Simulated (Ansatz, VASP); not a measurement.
Ga3W: VASP beside Ansatz

INCAR

```
PREC = Accurate
ENCUT = 600
EDIFF = 1E-6
ISMEAR = 0
SIGMA = 0.1
LREAL = F
LASPH = T
NELM = 80
ALGO = Fast
ISIF = 3
LWAVE = F
LCHARG = F
GGA = PE
IBRION = 2
NSW = 90
EDIFFG = -0.04
```

KPOINTS

```
regular mesh
0
Gamma
  3 3 4
```

The input POSCAR:

```
Ga3W
1.0
    6.4372860700      0.0000000000      0.0000000000
   -3.2186430400      5.5748532700      0.0000000000
    0.0000000000      0.0000000000      5.0791323100
Ga W
6 2
Direct
    0.3362817500      0.1681408700      0.7500000000
    0.8318591300      0.1681408700      0.7500000000
    0.8318591300      0.6637182500      0.7500000000
    0.6637182500      0.8318591300      0.2500000000
    0.1681408700      0.8318591300      0.2500000000
    0.1681408700      0.3362817500      0.2500000000
    0.6666666700      0.3333333300      0.2500000000
    0.3333333300      0.6666666700      0.7500000000
```

Input for Ansatz:

```yaml
crystal:
  lattice:
    - [6.43728607, 0.0, 0.0]
    - [-3.21864304, 5.57485327, 0.0]
    - [0.0, 0.0, 5.07913231]
  atoms:
    - { symbol: Ga, position: [0.33628175, 0.16814087, 0.75] }
    - { symbol: Ga, position: [0.83185913, 0.16814087, 0.75] }
    - { symbol: Ga, position: [0.83185913, 0.66371825, 0.75] }
    - { symbol: Ga, position: [0.66371825, 0.83185913, 0.25] }
    - { symbol: Ga, position: [0.16814087, 0.83185913, 0.25] }
    - { symbol: Ga, position: [0.16814087, 0.33628175, 0.25] }
    - { symbol: W, position: [0.66666667, 0.33333333, 0.25] }
    - { symbol: W, position: [0.33333333, 0.66666667, 0.75] }
basis:
  ecutwfc: 420
kpoints:
  mp_grid: { grid: [3, 3, 4] }
hamiltonian:
  xc: pbe
scf:
  occupations: { method: gaussian, width: 0.1 }
  lower_state_search: "off"
output:
  forces: true
  stress: true
  eigenvalues: true
relax:
  adjacent_minimum: "off"
  f_tol: 0.04
  max_steps: 70
  cell: { stress_tol: 0.4 }
```

Change from the starting cell: species swapped into the Pr3Ho type (P6_3/mmc, No. 194).

Alike in both runs: task relaxation of cell and atoms; functional PBE; k mesh 3 × 3 × 4; occupations gaussian, width 0.1 eV; no spin polarisation.

|  | VASP | Ansatz |
| --- | --- | --- |
| version | VASP 6.6.1 | Ansatz 0.2.0 |
| potentials or method | VASP PAW PBE potentials, release 64 (Ga_d, W_sv), cutoff 600 eV | scalar-relativistic, plane waves, PAW |
| valence electrons in the cell | 106 | 106 |

VASP gave:

* gap on the k mesh at the Fermi level, each at its own relaxed structure (eV): none
* relaxed volume (Å³/atom): 15.81
* relaxed cell length with the largest relative difference (Å): 4.849

Which values does Ansatz return?

gap on the k mesh at the Fermi level, each at its own relaxed structure (eV): none; relaxed volume (Å³/atom): 15.77; relaxed cell length with the largest relative difference (Å): 4.837.

A gap of «none» marks a metal or a gap that the smearing closes.

The k mesh is coarse, so the values compare programs but aren't converged. Neither program's run includes spin-orbit coupling. Noted on VASP's run: the volume moved by over 15 % at a fixed basis, so the end points are rough.
